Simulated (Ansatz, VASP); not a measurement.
## One calculation of InSe, two programs

```xyz
4
Lattice="5.8885 -2.1137 -0.0381 5.8474 1.9963 -0.0792 -1.6427 -0.0272 4.3397" Properties=species:S:1:pos:R:3 pbc="T T T"
In   10.3662   -0.1039   -0.0820
In   -0.2731   -0.0407    4.3043
Se    6.6910   -0.0949    2.7086
Se    3.4021   -0.0497    1.5137
```

Change from the starting cell: equal xy, yz and zx shear strains of -2 %, PAW files.

Alike in both runs: task electric field gradients; functional PBEsol; k mesh 7 × 7 × 6; occupations fermi-dirac, width 0.02 eV; no spin polarisation.

```csv
,VASP,Ansatz
version,VASP 6.6.1,Ansatz 0.2.0
potentials or method,"VASP PAW PBE potentials, release 64 (In_d, Se)","PAW with Ansatz's default frozen-core files, scalar-relativistic"
plane-wave cutoff (eV),520,420
valence electrons in the cell,38,58
```

|  | VASP | Ansatz | Ansatz less VASP |
| --- | --- | --- | --- |
| gap on the k mesh at the Fermi level (eV) | 0.97 | 0.98 | +0.003 |
| pressure (GPa) | 0.2 | 0.1 | -0.06 |
| traceless stress, the component that is largest in VASP (GPa) | 3.23 | 3.21 | -0.022 |
| rms of the force components (eV/Å) | 0.433 | 0.432 | -0.0018 |
| size of Vzz on the site where it differs most (V/Å²) | 79.7 | 83.2 | +3.53 |

VASP's potentials were made for PBE, not for PBEsol. Atom by atom the forces differ by 0.010 eV/Å (rms over components). VASP's potentials hold 38 valence electrons a cell and Ansatz's 58, so a difference there can come from the potentials and not from the codes.
